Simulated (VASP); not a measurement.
A run of VASP 6.6.1 is set up as follows.

Contents of INCAR:

```
SYSTEM = Sn
ALGO = Fast ; EDIFF = 1E-6
ENCUT = 520 ; GGA = PS
ISIF = 2 ; ISMEAR = 0
LASPH = .True. ; LCHARG = .True.
LELF = .True. ; LREAL = .False.
LVHAR = .True. ; LWAVE = .False.
NBANDS = 13 ; NELM = 60
PREC = Accurate ; SIGMA = 0.15
```

KPOINTS

```
k-points
0
Gamma
  18 18 18
  0 0 0
```

Contents of POSCAR:

```
Sn
1.0
   -1.8899151897      1.8899151897      1.8946518192
    1.8899151897     -1.8899151897      1.8946518192
    1.8993884487      1.8993884487     -1.8946518192
Sn
1
Direct
    0.0000000000      0.0000000000      0.0000000000
```

Potentials or basis: VASP PAW PBE potentials, release 64 (Sn_d).

Launch:

```console
$ cat potpaw_PBE.64/Sn_d/POTCAR > POTCAR
$ mpirun -np 1 vasp_std > vasp.out
```

**Question.** Estimate the band gap on the k mesh.

**Answer.** Zero (band 7 reaches 15.81 eV, above the bottom of band 8 at 5.45 eV).

**Question.** Predict the pressure.

**Answer.** -1.9 GPa.

Caveat: the cell differs from its parent crystal (strain +0.0050 x Voigt [0, 0, 0, 0, 0, 1]); the PAW data sets were made with another functional, which shifts forces and pressure a little; spin-orbit coupling is left out, which moves the levels of the heavy elements.
